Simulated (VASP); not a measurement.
# MgIn2N2 (R-3m) in VASP: single point with PBEsol

Aim: the single point of MgIn2N2 with PBEsol.

Program: VASP 6.6.1. These are calculated values, not measurements. Logs are shortened: lines on timing, memory, paths and dates and some standing lists are left out, and cuts for length are marked.

**1. The cell of the first run**

Symmetry: R-3m, No. 166, trigonal system. Conventional cell: a = 3.295 Å, b = 3.295 Å, c = 23.016 Å, α = 90.00°, β = 90.00°, γ = 120.00°. Mg (site symmetry -3m) has 6 N at 2.30 Å within 3.0 Å. In (site symmetry 3m) has 3 N at 2.22 Å and 1 In at 2.79 Å within 2.9 Å. Within 2.9 Å of N (site symmetry 3m) lie 3 In at 2.22 Å and 3 Mg at 2.30 Å.

**2. Single point, PBEsol**

INCAR reads:

```
ALGO = Normal
EDIFF = 1E-6
ENCUT = 520
GGA = PS
ISIF = 2
ISMEAR = 0
LASPH = T
LCHARG = F
LREAL = F
LWAVE = F
NBANDS = 27
NELM = 80
PREC = Accurate
SIGMA = 0.01
```

KPOINTS reads:

```
k-points
0
Gamma
  12 12 12
```

POSCAR reads:

```
MgIn2N2
1.0
    1.6475480505      0.9512123105      7.6720326740
   -1.6475480505      0.9512123105      7.6720326740
    0.0000000000     -1.9024246209      7.6720326740
Mg In N
1 2 2
Direct
    0.0000000000      0.0000000000      0.0000000000
    0.4394126291      0.4394126291      0.4394126291
    0.5605873709      0.5605873709      0.5605873709
    0.2768848402      0.2768848402      0.2768848402
    0.7231151598      0.7231151598      0.7231151598
```

Potentials or basis: VASP PAW PBE potentials, release 64 (Mg, In_d, N).

Started as:

```console
$ cat potpaw_PBE.64/Mg/POTCAR potpaw_PBE.64/In_d/POTCAR potpaw_PBE.64/N/POTCAR > POTCAR
$ mpirun -np 1 vasp_std > vasp.out
```

OUTCAR:

```text
EDIFF = 1E-6
   ENCUT = 520
   GGA = PS
   ISIF = 2
   ISMEAR = 0
   LASPH = T
   LREAL = F
   NELM = 80
   PREC = Accurate

 ion  position               nearest neighbor table
   1  0.000  0.000  0.000-   5 2.30   5 2.30   4 2.30   4 2.30   5 2.30   4 2.30   2 3.10   3 3.10
                             2 3.10   3 3.10   2 3.10   3 3.10
   2  0.439  0.439  0.439-   5 2.22   5 2.22   5 2.22   3 2.79   1 3.10   1 3.10   1 3.10
   3  0.561  0.561  0.561-   4 2.22   4 2.22   4 2.22   2 2.79   1 3.10   1 3.10   1 3.10
   4  0.277  0.277  0.277-   3 2.22   3 2.22   3 2.22   1 2.30   1 2.30   1 2.30
   5  0.723  0.723  0.723-   2 2.22   2 2.22   2 2.22   1 2.30   1 2.30   1 2.30

  LATTYP: Found a trigonal (rhomboedric) cell.
 ALAT       =     7.9043851620
 COS(alpha) =     0.9131099622

  Lattice vectors:

 A1 = (   1.6475480505,   0.9512123105,   7.6720326740)
 A2 = (  -1.6475480505,   0.9512123105,   7.6720326740)
 A3 = (   0.0000000000,  -1.9024246209,   7.6720326740)

Analysis of symmetry for initial positions (statically):
=====================================================================
 Subroutine PRICEL returns:
 Original cell was already a primitive cell.

 Routine SETGRP: Setting up the symmetry group for a
 trigonal (rhombohedral) supercell.

 Subroutine GETGRP returns: Found 12 space group operations
 (whereof 12 operations were pure point group operations)
 out of a pool of 12 trial point group operations.

The static configuration has the point symmetry D_3d.

Analysis of symmetry for dynamics (positions and initial velocities):
=====================================================================
 Subroutine PRICEL returns:
 Original cell was already a primitive cell.

 Routine SETGRP: Setting up the symmetry group for a
 trigonal (rhombohedral) supercell.

 Subroutine GETGRP returns: Found 12 space group operations
 (whereof 12 operations were pure point group operations)
 out of a pool of 12 trial point group operations.

The dynamic configuration has the point symmetry D_3d.

 Subroutine INISYM returns: Found 12 space group operations
 (whereof 12 operations are pure point group operations),
 and found     1 'primitive' translations

----------------------------------------------------------------------------------------

                                     Primitive cell

  volume of cell :      72.1402

[... 88 lines left out ...]
   ISPIN  =      1    spin polarized calculation?
   LNONCOLLINEAR =      F non collinear calculations
   LSORBIT =      F    spin-orbit coupling
   LASPH  =      T    aspherical Exc in radial PAW
   ENCUT  =  520.0 eV  38.22 Ry    6.18 a.u.  14.70 14.70 14.70*2*pi/ulx,y,z
   NELM   =     80;   NELMIN=  2; NELMDL= -5     # of ELM steps
   EDIFF  = 0.1E-05   stopping-criterion for ELM
   LREAL  =      F    real-space projection
   EDIFFG = 0.1E-04   stopping-criterion for IOM
   NSW    =      0    number of steps for IOM
   IBRION =     -1    ionic relax: 0-MD 1-quasi-New 2-CG
   NFREE  =      0    steps in history (QN), initial steepest desc. (CG)
   ISIF   =      2    stress and relaxation
   ISYM   =      2    0-nonsym 1-usesym 2-fastsym
   POTIM  = 0.5000    time-step for ionic-motion
   TEBEG  =    0.0;   TEEND  =   0.0 temperature during run
   PSTRESS=    0.0 pullay stress
   NELECT =      38.0000    total number of electrons
   NUPDOWN=      -1.0000    fix difference up-down
   EMIN   =  10.00;   EMAX   =-10.00  energy-range for DOS
   EFERMI =   0.00;   METHOD = LEGACY
   ISMEAR =     0;   SIGMA  =   0.01  broadening in eV -4-tet -1-fermi 0-gaus
   EFERMI_NEDOS =   21; number of points for ismear=-14 and -15
   IALGO  =     38    algorithm
   IMIX   =      4    mixing-type and parameters
     AMIX     =   0.40;   BMIX     =  1.00
     AMIX_MAG =   1.60;   BMIX_MAG =  1.00
  volume/ion in A,a.u.               =      14.43        97.37
  Fermi-wavevector in a.u.,A,eV,Ry     =   1.322138  2.498479 23.783667  1.748050
  Thomas-Fermi vector in A             =   2.451841
   LORBIT       =      0    0 simple, 1 ext, 2 COOP (PROOUT), +10 PAW based schemes
   GGA     = PS    functional components
   LHFCALC =     F    Hartree Fock is set to
   AEXX    =    0.0000 exact exchange contribution
   IVDW    =     0    specifies the selected vdW correction
   LEPSILON=     F    determine dielectric tensor
   LRPA    =     F    only Hartree local field effects (RPA)
 non-spin polarized calculation
 Gauss-broadening in eV      SIGMA  =   0.01
  energy-cutoff  :      520.00
  volume of cell :       72.14
 maximum number of plane-waves:      1966
   NGX = 29   NGY = 29   NGZ = 29

 number of electron      37.9999998 magnetization

 Free energy of the ion-electron system (eV)
  ---------------------------------------------------
  ext. energy  EPLUGINS =         0.00000000
  ---------------------------------------------------
  free energy    TOTEN  =       -26.22266534 eV

  energy without entropy =      -26.22266534  energy(sigma->0) =      -26.22266534

 E-fermi :   6.9321     XC(G=0): -11.1592

 val. band max:        6.8814560583   @ k =  -0.4167   0.5000   0.4167
 cond. band min:       7.1305054600   @ k =   0.5000   0.5000   0.5000
 fundamental gap:      0.2490494017
 Fermi energy:         6.9320710076

 k-point     1 :       0.0000    0.0000    0.0000
  band No.  band energies     occupation
      1      -7.9048      2.00000
      2      -7.4447      2.00000
      3      -7.1372      2.00000
      4      -6.9275      2.00000
      5      -6.9275      2.00000
      6      -6.9050      2.00000
[... 709 lines left out ...]
     26      15.1288      0.00000
     27      15.9106      0.00000

 [... further k-points ...]
[... 5 lines left out ...]
  --------------------------------------------------------------------------------------
  -------------------------------------------------------------------------------------
  Total        0.0024665      0.0024665     -0.0470699      0.0000000     -0.0000000      0.0000000
  in kB        0.0547797      0.0547797     -1.0453858      0.0000000     -0.0000000      0.0000000
  external PRESSURE =      -0.3119421 kB  Pullay stress =       0.0000000 kB

 VOLUME and BASIS-vectors are now :
 -----------------------------------------------------------------------------
  energy-cutoff  :      520.00
  volume of cell :       72.14
      direct lattice vectors                 reciprocal lattice vectors
     1.647548050  0.951212310  7.672032674     0.303481285  0.175215002  0.043447851
    -1.647548050  0.951212310  7.672032674    -0.303481285  0.175215002  0.043447851
     0.000000000 -1.902424621  7.672032674     0.000000000 -0.350430004  0.043447851

 POSITION                                       TOTAL-FORCE (eV/Angst)
 -----------------------------------------------------------------------------------
      0.00000      0.00000      0.00000         0.000000      0.000000      0.000000
      0.00000      0.00000     10.11356         0.000000      0.000000      0.010739
      0.00000      0.00000     12.90253         0.000000     -0.000000     -0.010739
      0.00000      0.00000      6.37281         0.000000      0.000000      0.034764
      0.00000      0.00000     16.64329         0.000000     -0.000000     -0.034764
 -----------------------------------------------------------------------------------
    total drift:                               -0.000000     -0.000000      0.000000

  FREE ENERGIE OF THE ION-ELECTRON SYSTEM (eV)
  ---------------------------------------------------
  free  energy   TOTEN  =       -26.2226653434 eV

  energy  without entropy=      -26.2226653434  energy(sigma->0) =      -26.22266534
```

Wall time 43 min (1 thread of Oxide Virtual Turin-like, shared host); peak memory 0.69 GiB.

What came out:

| Item | Value |
| --- | --- |
| Free energy | -26.2227 eV |
| Pressure | 0.0 GPa |
| Largest force | 0.035 eV/Å |
| Band gap on the k mesh | 0.25 eV, indirect (least direct gap 0.32 eV) |

Forces on the atoms (eV/Å):
```
Mg   0.000  0.000  0.000
In   0.000  0.000  0.011
In   0.000  0.000 -0.011
N    0.000  0.000  0.035
N    0.000  0.000 -0.035
```

Levels at points of the mesh, in eV from the valence-band top:
```tsv
k point	band 15	band 16	band 17	band 18	band 19	band 20	band 21	band 22	band 23	band 24
(0.00, 0.00, 0.00)	-2.33	-0.66	-0.66	-0.37	-0.37	2.06	3.11	5.66	9.02	9.02
(0.50, 0.00, 0.00)	-3.31	-2.78	-1.74	-1.44	-0.76	2.20	2.93	3.55	6.46	7.71
(0.50, 0.50, 0.00)	-2.87	-2.37	-1.84	-1.65	-1.31	1.18	3.92	4.44	6.42	7.17
(0.50, 0.50, 0.50)	-0.69	-0.69	-0.34	-0.34	-0.07	0.25	3.43	6.23	9.32	9.32
```

Caveat: the PAW data sets were made with another functional, which shifts forces and pressure a little; spin-orbit coupling is left out, which moves the levels of the heavy elements.
